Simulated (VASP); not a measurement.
A run of VASP 6.6.1 is set up as follows.

POSCAR

```
C
1.0
    0.0000000000     -1.7801161419     -1.7801161419
   -1.7801161419      0.0000000000     -1.7801161419
    1.7801161419      1.7801161419     -3.5602322838
C
4
Direct
    0.7249113929      0.7823424657      0.7499999898
    0.2750886071      0.2176575343      0.2500000102
    0.3499113929      0.4073424657      0.8749999898
    0.9000886071      0.8426575343      0.3750000102
```

INCAR.step1

```
PREC = Accurate
ENCUT = 520
ISMEAR = 0
SIGMA = 0.05
LREAL = F
LASPH = T
NELM = 100
NBANDS = 16
GGA = PE
ALGO = Normal
EDIFF = 1E-4
LWAVE = T
LCHARG = F
```

The input INCAR.step2:

```
PREC = Accurate
ENCUT = 520
EDIFF = 1E-6
ISMEAR = 0
SIGMA = 0.05
LREAL = F
LASPH = T
NELM = 100
ALGO = Normal
ISIF = 2
LWAVE = F
LCHARG = F
METAGGA = R2SCAN
LMIXTAU = T
NBANDS = 16
ISTART = 1
```

Contents of KPOINTS:

```
Automatic mesh
0
Gamma
  12 12 10
```

Potentials or basis: VASP PAW PBE potentials, release 64 (C).

Command:

```bash
$ cat potpaw_PBE.64/C/POTCAR > POTCAR
$ cp INCAR.step1 INCAR
$ mpirun -np 1 vasp_std > vasp.out
$ cp INCAR.step2 INCAR
$ mpirun -np 1 vasp_std > vasp.out
```

Estimate the pressure.

0.9 GPa.

Predict the largest force.

1.037 eV/Å.

Estimate the band gap on the k mesh.

4.23 eV.

Stress tensor (GPa, compression positive):
```
-0.16  0.68 -0.20
 0.68  0.81  0.15
-0.20  0.15  2.17
```

Caveat: the cell differs from its parent crystal (mode 4 frozen in at -0.074 Å and mode 9 at +0.000 Å (largest displacements)); the PAW data sets were made with another functional, which shifts forces and pressure a little. A k mesh can miss the band edges.
